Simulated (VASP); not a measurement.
**Si3Sb2: single point with PBE**

Si3Sb2:

```
Si Sb
1.0
     3.15253    1.82011    7.43224
    -3.15253    1.82011    7.43224
     0.00000   -3.64023    7.43224
Si Sb
6 4
Direct
  0.47845 0.02155 0.25000
  0.25000 0.47845 0.02155
  0.02155 0.25000 0.47845
  0.52155 0.97845 0.75000
  0.75000 0.52155 0.97845
  0.97845 0.75000 0.52155
  0.36770 0.36770 0.36770
  0.13230 0.13230 0.13230
  0.63230 0.63230 0.63230
  0.86770 0.86770 0.86770
```

| Item | Value |
| --- | --- |
| Program | VASP 6.6.1 |
| Task | single point |
| Functional | PBE |
| Potentials or basis | VASP PAW PBE potentials, release 64 (Si, Sb) |
| Cutoff | 520 eV |
| k mesh | 6 × 6 × 6 |
| Occupations | gaussian, width 0.1 eV |
| Spin | no spin polarisation |

The pressure is 0.0 GPa, the largest force is 0.015 eV/Å and the band gap on the k mesh is zero (band 22 reaches 6.05 eV, above the bottom of band 23 at 5.59 eV).

Forces on the atoms (eV/Å):
```
Si  -0.015  0.000  0.000
Si   0.007 -0.013  0.000
Si   0.007  0.013  0.000
Si   0.015  0.000  0.000
Si  -0.007  0.013  0.000
Si  -0.007 -0.013  0.000
Sb   0.000  0.000 -0.013
Sb   0.000  0.000  0.013
Sb   0.000  0.000  0.013
Sb   0.000  0.000 -0.013
```

Levels at points of the mesh, in eV from the Fermi level:
```tsv
k point	band 19	band 20	band 21	band 22	band 23	band 24	band 25	band 26
(0.00, 0.00, 0.00)	-0.93	-0.57	-0.30	-0.30	1.27	1.27	1.46	1.57
(0.50, 0.00, 0.00)	-1.19	-1.19	-0.55	-0.55	-0.27	-0.27	1.05	1.05
(0.50, 0.50, 0.00)	-1.12	-0.95	-0.55	0.10	0.14	0.85	0.97	1.38
(0.50, 0.50, 0.50)	-1.42	-1.42	-0.74	-0.74	1.13	1.13	2.19	2.19
```

Run time: 4.2 min on 1 thread of Intel(R) Xeon(R) 6975P-C (Granite Rapids), with other jobs on the host, peak memory 0.67 GiB.

Caveat: spin-orbit coupling is left out, which moves the levels of the heavy elements.
